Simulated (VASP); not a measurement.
# Be (Fd-3m) in VASP: further runs

Runs on Be. Level: LDA. Tasks: relaxation of cell and atoms, single point.

All numbers are computed with VASP 6.6.1; they aren't measurements. Logs are shortened: lines on timing, memory, paths and dates and some standing lists are left out, and cuts for length are marked.

## (1) The cell of the first run

The structure is cubic, space group Fd-3m (No. 227). Conventional cell: a = 4.441 Å, b = 4.441 Å, c = 4.441 Å, α = 90.00°, β = 90.00°, γ = 90.00°. Be (site symmetry -43m) has 4 Be at 1.92 Å within 2.6 Å.

## (2) Relaxation of cell and atoms, LDA

The input, INCAR:

```
SYSTEM = Be
PREC     = Accurate       ! precision mode
ENCUT    = 600            ! plane-wave cutoff, eV
EDIFF    = 1E-7           ! SCF threshold, eV
ISMEAR   = -1             ! smearing method
SIGMA    = 0.1            ! smearing width, eV
LREAL    = .FALSE.        ! projectors in reciprocal space
LASPH    = .TRUE.         ! aspherical terms in the spheres
NELM     = 80             ! most SCF steps
ALGO     = Normal         ! electronic algorithm
ISIF     = 3              ! what is computed and relaxed
LWAVE    = .FALSE.        ! write WAVECAR
LCHARG   = .FALSE.        ! write CHGCAR
IBRION   = 2              ! ionic algorithm
NSW      = 80             ! ionic steps
EDIFFG   = -0.01          ! ionic threshold
```

The input, KPOINTS:

```
Automatic mesh
0
G
  12 12 12
  0 0 0
```

The input, POSCAR:

```
Be
1.0
    0.0000000000      2.2207471934      2.2207471934
    2.2207471934      0.0000000000      2.2207471934
    2.2207471934      2.2207471934      0.0000000000
Be
2
Direct
    0.1250000000      0.1250000000      0.1250000000
    0.8750000000      0.8750000000      0.8750000000
```

Potentials or basis: VASP PAW LDA potentials, release 64 (Be).

The run is started by

```console
> cat potpaw_LDA.64/Be/POTCAR > POTCAR
> mpirun -np 1 vasp_std > vasp.out
```

OUTCAR:

```text
SYSTEM = Be
   PREC = Accurate
   ENCUT = 600
   EDIFF = 1E-7
   ISMEAR = -1
   LREAL = .FALSE.
   LASPH = .TRUE.
   NELM = 80
   ISIF = 3
   IBRION = 2
   NSW = 80
   EDIFFG = -0.01

 ion  position               nearest neighbor table
   1  0.125  0.125  0.125-   2 1.92   2 1.92   2 1.92   2 1.92
   2  0.875  0.875  0.875-   1 1.92   1 1.92   1 1.92   1 1.92

  LATTYP: Found a face centered cubic cell.
 ALAT       =     4.4414943868

  Lattice vectors:

 A1 = (   0.0000000000,   2.2207471934,   2.2207471934)
 A2 = (   2.2207471934,   0.0000000000,   2.2207471934)
 A3 = (   2.2207471934,   2.2207471934,   0.0000000000)

Analysis of symmetry for initial positions (statically):
=====================================================================
 Subroutine PRICEL returns:
 Original cell was already a primitive cell.

 Routine SETGRP: Setting up the symmetry group for a
 face centered cubic supercell.

 Subroutine GETGRP returns: Found 48 space group operations
 (whereof 12 operations were pure point group operations)
 out of a pool of 48 trial point group operations.

The static configuration has the point symmetry D_3d.
 The point group associated with its full space group is O_h .

Analysis of symmetry for dynamics (positions and initial velocities):
=====================================================================
 Subroutine PRICEL returns:
 Original cell was already a primitive cell.

 Routine SETGRP: Setting up the symmetry group for a
 face centered cubic supercell.

 Subroutine GETGRP returns: Found 48 space group operations
 (whereof 12 operations were pure point group operations)
 out of a pool of 48 trial point group operations.

The dynamic configuration has the point symmetry D_3d.
 The point group associated with its full space group is O_h .

 Subroutine INISYM returns: Found 48 space group operations
 (whereof 12 operations are pure point group operations),
 and found     1 'primitive' translations

----------------------------------------------------------------------------------------

                                     Primitive cell

  volume of cell :      21.9042

  direct lattice vectors                    reciprocal lattice vectors
     0.000000000  2.220747193  2.220747193    -0.225149446  0.225149446  0.225149446
     2.220747193  0.000000000  2.220747193     0.225149446 -0.225149446  0.225149446
     2.220747193  2.220747193  0.000000000     0.225149446  0.225149446 -0.225149446

  length of vectors
     3.140610800  3.140610800  3.140610800     0.389970280  0.389970280  0.389970280

  position of ions in fractional coordinates (direct lattice)
     0.125000000  0.125000000  0.125000000
     0.875000000  0.875000000  0.875000000

  ion indices of the primitive-cell ions
   primitive index   ion index
                 1           1
                 2           2

----------------------------------------------------------------------------------------

 KPOINTS: Automatic mesh

Automatic generation of k-mesh.
 Grid dimensions read from file:
 generate k-points for:   12   12   12

 Generating k-lattice:

  Cartesian coordinates                     Fractional coordinates (reciprocal lattice)
    -0.018762454  0.018762454  0.018762454     0.083333333  0.000000000  0.000000000
     0.018762454 -0.018762454  0.018762454     0.000000000  0.083333333  0.000000000
     0.018762454  0.018762454 -0.018762454     0.000000000  0.000000000  0.083333333

  Length of vectors
     0.032497523  0.032497523  0.032497523

  Shift w.r.t. Gamma in fractional coordinates (k-lattice)
     0.000000000  0.000000000  0.000000000

 Subroutine IBZKPT returns following result:
 ===========================================

 Found     72 irreducible k-points:

 Following reciprocal coordinates:
            Coordinates               Weight
  0.000000  0.000000  0.000000      1.000000
  0.083333  0.000000  0.000000      8.000000
  0.166667  0.000000  0.000000      8.000000
  0.250000  0.000000  0.000000      8.000000
  0.333333  0.000000  0.000000      8.000000
  0.416667  0.000000  0.000000      8.000000
[... 16 lines left out ...]
  0.500000  0.166667  0.000000     24.000000
 -0.416667  0.166667  0.000000     24.000000
 [... further k-points ...]
   k-points           NKPTS =     72   k-points in BZ     NKDIM =     72   number of bands    NBANDS=      6
   number of dos      NEDOS =    301   number of ions     NIONS =      2
   total plane-waves  NPLWV =  21952
   dimension x,y,z NGX =    28 NGY =   28 NGZ =   28
   dimension x,y,z NGXF=    56 NGYF=   56 NGZF=   56
   ions per type =               2
   NGX,Y,Z   is equivalent  to a cutoff of  14.82, 14.82, 14.82 a.u.
   NGXF,Y,Z  is equivalent  to a cutoff of  29.64, 29.64, 29.64 a.u.
 SYSTEM =  Be
   PREC   = accura    normal or accurate (medium, high low for compatibility)
   ISTART =      0    job   : 0-new  1-cont  2-samecut
   ICHARG =      2    charge: 1-file 2-atom 10-const
   ISPIN  =      1    spin polarized calculation?
   LNONCOLLINEAR =      F non collinear calculations
   LSORBIT =      F    spin-orbit coupling
   LASPH  =      T    aspherical Exc in radial PAW
   ENCUT  =  600.0 eV  44.10 Ry    6.64 a.u.   6.27  6.27  6.27*2*pi/ulx,y,z
   NELM   =     80;   NELMIN=  2; NELMDL= -5     # of ELM steps
   EDIFF  = 0.1E-06   stopping-criterion for ELM
   LREAL  =      F    real-space projection
   EDIFFG = -.1E-01   stopping-criterion for IOM
   NSW    =     80    number of steps for IOM
   IBRION =      2    ionic relax: 0-MD 1-quasi-New 2-CG
   NFREE  =      1    steps in history (QN), initial steepest desc. (CG)
   ISIF   =      3    stress and relaxation
   ISYM   =      2    0-nonsym 1-usesym 2-fastsym
   POTIM  = 0.5000    time-step for ionic-motion
   TEBEG  =    0.0;   TEEND  =   0.0 temperature during run
   PSTRESS=    0.0 pullay stress
   NELECT =       4.0000    total number of electrons
   NUPDOWN=      -1.0000    fix difference up-down
   EMIN   =  10.00;   EMAX   =-10.00  energy-range for DOS
   EFERMI =   0.00;   METHOD = LEGACY
   ISMEAR =    -1;   SIGMA  =   0.10  broadening in eV -4-tet -1-fermi 0-gaus
   EFERMI_NEDOS =   21; number of points for ismear=-14 and -15
   IALGO  =     38    algorithm
   IMIX   =      4    mixing-type and parameters
     AMIX     =   0.40;   BMIX     =  1.00
     AMIX_MAG =   1.60;   BMIX_MAG =  1.00
  volume/ion in A,a.u.               =      10.95        73.91
  Fermi-wavevector in a.u.,A,eV,Ry     =   0.928793  1.755165 11.737159  0.862657
  Thomas-Fermi vector in A             =   2.055008
   LORBIT       =      0    0 simple, 1 ext, 2 COOP (PROOUT), +10 PAW based schemes
   GGA     = CA    functional components
   LHFCALC =     F    Hartree Fock is set to
   AEXX    =    0.0000 exact exchange contribution
   IVDW    =     0    specifies the selected vdW correction
   LEPSILON=     F    determine dielectric tensor
   LRPA    =     F    only Hartree local field effects (RPA)
 conjugate gradient relaxation of ions
 non-spin polarized calculation
  energy-cutoff  :      600.00
  volume of cell :       21.90
 maximum number of plane-waves:       751
 NGX is ok and might be reduce to    28
   NGX = 13   NGY = 13   NGZ = 13

--------------------------------------- Ionic step        1  -------------------------------------------

 number of electron       4.0000000 magnetization

 Free energy of the ion-electron system (eV)
  ---------------------------------------------------
  ext. energy  EPLUGINS =         0.00000000
  ---------------------------------------------------
  free energy    TOTEN  =        -4.66125396 eV

  energy without entropy =       -4.63196665  energy(sigma->0) =       -4.64661031

 E-fermi :   3.3094     XC(G=0):  -9.4703

 val. band max:        3.2953646807   @ k =  -0.3333   0.2500   0.0000
 cond. band min:       3.3184416480   @ k =   0.5000   0.3333   0.1667
 fundamental gap:      0.0230769672
 Fermi energy:         3.3094120742

 k-point     1 :       0.0000    0.0000    0.0000
  band No.  band energies     occupation
      1      -5.1476      2.00000
      2       9.0496      0.00000
      3       9.0496      0.00000
      4       9.0496      0.00000
      5      11.9174      0.00000
      6      11.9174      0.00000

 k-point     2 :       0.0833    0.0000    0.0000
  band No.  band energies     occupation
      1      -5.0270      2.00000
      2       8.0108      0.00000
      3       8.7424      0.00000
      4       8.7424      0.00000
      5      12.3152      0.00000
      6      12.3152      0.00000
[... 292 lines left out ...]
 POSITION                                       TOTAL-FORCE (eV/Angst)
 -----------------------------------------------------------------------------------
      0.61016      0.61016      0.61016         0.000000      0.000000     -0.000000
      4.27114      4.27114      4.27114        -0.000000     -0.000000      0.000000
 -----------------------------------------------------------------------------------
    total drift:                               -0.000000     -0.000000     -0.000000

  FREE ENERGIE OF THE ION-ELECTRON SYSTEM (eV)
  ---------------------------------------------------
  free  energy   TOTEN  =        -4.9509123153 eV

  energy  without entropy=       -4.9165042233  energy(sigma->0) =       -4.93370827

--------------------------------------- Ionic step        4  -------------------------------------------

 number of electron       4.0000000 magnetization

 Free energy of the ion-electron system (eV)
  ---------------------------------------------------
  ext. energy  EPLUGINS =         0.00000000
  ---------------------------------------------------
  free energy    TOTEN  =        -4.95512919 eV

  energy without entropy =       -4.92107940  energy(sigma->0) =       -4.93810429

 E-fermi :   1.8226     XC(G=0):  -8.7052

 val. band max:        1.8068930170   @ k =  -0.2500   0.1667   0.0000
 cond. band min:       1.8420010190   @ k =  -0.3333   0.4167   0.1667
 fundamental gap:      0.0351080020
 Fermi energy:         1.8225590800

 k-point     1 :       0.0000    0.0000    0.0000
  band No.  band energies     occupation
      1      -5.5428      2.00000
      2       6.6311      0.00000
      3       6.6311      0.00000
      4       6.6311      0.00000
      5       9.2356      0.00000
      6       9.2356      0.00000

 k-point     2 :       0.0833    0.0000    0.0000
  band No.  band energies     occupation
      1      -5.4369      2.00000
      2       5.7977      0.00000
      3       6.3935      0.00000
      4       6.3935      0.00000
      5       9.5450      0.00000
      6       9.5450      0.00000
[... 220 lines left out ...]
 POSITION                                       TOTAL-FORCE (eV/Angst)
 -----------------------------------------------------------------------------------
      0.60407      0.60407      0.60407        -0.000000      0.000000      0.000000
      4.22852      4.22852      4.22852         0.000000     -0.000000     -0.000000
 -----------------------------------------------------------------------------------
    total drift:                               -0.000000     -0.000000     -0.000000

  FREE ENERGIE OF THE ION-ELECTRON SYSTEM (eV)
  ---------------------------------------------------
  free  energy   TOTEN  =        -4.9551291910 eV

  energy  without entropy=       -4.9210793976  energy(sigma->0) =       -4.93810429

 reached required accuracy - stopping structural energy minimisation
```

It took 15 s on 1 thread of Intel Xeon Platinum 8488C (Sapphire Rapids), shared host; peak memory 0.14 GiB.

What came out:

```yaml
Free_energy: -4.9551 eV
Relaxed_volume: 14.11 Å³/atom
Relaxed_cell: a = 3.417 Å, b = 3.417 Å, c = 3.417 Å, α = 60.00°, β = 60.00°, γ = 60.00°
Space_group_after_relaxing_to_0.05_Å: Fd-3m (No. 227)
Energy_gained_by_relaxing: 146.9 meV/atom
Ionic_steps: 4
Pressure_after_relaxing: -0.1 GPa
Band_gap_on_the_k_mesh: zero (band 2 reaches 6.63 eV, above the bottom of band 3 at 0.34 eV)
```

Step by step:
| step | energy change (eV) | largest force (eV/Å) | pressure (GPa) | volume (Å³) |
| --- | --- | --- | --- | --- |
| 1 | 0.0000 | 0.0000 | 18.12 | 21.90 |
| 2 | -0.2684 | 0.0000 | 4.14 | 26.07 |
| 3 | -0.2897 | 0.0000 | -1.44 | 29.08 |
| 4 | -0.2939 | 0.0000 | -0.10 | 28.22 |

Final structure:
```cif
data_structure
_symmetry_space_group_name_H-M 'P 1'
_symmetry_Int_Tables_number 1
_cell_length_a 3.4172
_cell_length_b 3.4172
_cell_length_c 3.4172
_cell_angle_alpha 60.000
_cell_angle_beta 60.000
_cell_angle_gamma 60.000
_cell_volume 28.22
loop_
_atom_site_label
_atom_site_type_symbol
_atom_site_fract_x
_atom_site_fract_y
_atom_site_fract_z
_atom_site_occupancy
Be1 Be 0.12500 0.12500 0.12500 1
Be2 Be 0.87500 0.87500 0.87500 1
```

Caveat: the volume moved by over 15 % at a fixed basis, so the end points are rough.

## (3) Single point, LDA, non-collinear spin, zero start, spin-orbit coupling

This run uses another cell than the first one, of 14.05 Å³/atom, 1.283 times its volume.

The input, INCAR:

```
PREC = Accurate
ENCUT = 520
EDIFF = 1E-6
ISMEAR = -1
SIGMA = 0.1
LREAL = False
LASPH = True
NELM = 150
ALGO = Normal
ISIF = 2
LWAVE = False
LCHARG = False
LNONCOLLINEAR = True
MAGMOM = 0 0 0 0 0 0
LORBIT = 11
LSORBIT = True
GGA_COMPAT = False
LORBMOM = True
GGA = CA
NBANDS = 16
```

The input, KPOINTS:

```
regular mesh
0
Gamma
  11 11 11
```

The input, POSCAR:

```
Be
1.0
    0.0000000000      2.4127936107      2.4127936107
    2.4127936107      0.0000000000      2.4127936107
    2.4127936107      2.4127936107      0.0000000000
Be
2
Direct
    0.1250000000      0.1250000000      0.1250000000
    0.8750000000      0.8750000000      0.8750000000
```

Potentials or basis: VASP PAW LDA potentials, release 64 (Be).

The run is started by

```console
> cat potpaw_LDA.64/Be/POTCAR > POTCAR
> mpirun -np 1 vasp_ncl > vasp.out
```

It took 26 s on 1 thread of Intel Xeon Platinum 8488C (Sapphire Rapids), shared host; peak memory 0.2 GiB.

It converged, with:

```yaml
Free_energy: -4.9605 eV
Pressure: 0.1 GPa
Net_moment: 0.00 μB per cell
Valence_electrons_inside_the_program's_atomic_spheres: Be 0.97
```

Moments on the atoms (μB; x, y, z):
```
Be  0.00 0.00 0.00
Be  0.00 0.00 0.00
```
